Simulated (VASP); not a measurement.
CdSe (rocksalt type), 2 atoms in the cell. The structure is cubic, space group Fm-3m (No. 225). Conventional cell: a = 4.702 Å, b = 4.702 Å, c = 4.702 Å, α = 90.00°, β = 90.00°, γ = 90.00°. Within 3.1 Å of Cd (site symmetry m-3m) lie 6 Se at 2.35 Å. Se (site symmetry m-3m) has 6 Cd at 2.35 Å within 3.1 Å. 

| Quantity | Value |
| --- | --- |
| Program | VASP 6.6.1 |
| Task | single point |
| Functional | PBE |
| Potentials or basis | VASP PAW PBE potentials, release 64 (Cd, Se) |
| Cutoff | 520 eV |
| k mesh | 14 × 14 × 14 |
| Occupations | fermi-dirac, width 0.1 eV |
| Spin | no spin polarisation |
| Dipole correction | no |
| k mesh for the DOS | 21 × 21 × 21 |
| Occupations for the DOS | tetrahedron |
| Further INCAR settings | ALGO = Normal; EDIFF = 1e-06 |

Potentials or basis: VASP PAW PBE potentials, release 64 (Cd, Se).

Run with:

```sh
$ cat potpaw_PBE.64/Cd/POTCAR potpaw_PBE.64/Se/POTCAR > POTCAR
$ cp INCAR.step1 INCAR
$ cp KPOINTS.step1 KPOINTS
$ mpirun -np 1 vasp_std > vasp.out
$ cp INCAR.step2 INCAR
$ cp KPOINTS.step2 KPOINTS
$ mpirun -np 1 vasp_std > vasp.out
```

Hardware: 1 thread of AMD EPYC 7R13 Processor (Zen 3), on a shared host.

Q: Estimate the wall time of this run.

A: Run time: 73 s on 1 thread of AMD EPYC 7R13 Processor (Zen 3), with other jobs on the host, peak memory 0.21 GiB. Counts: k points 286.
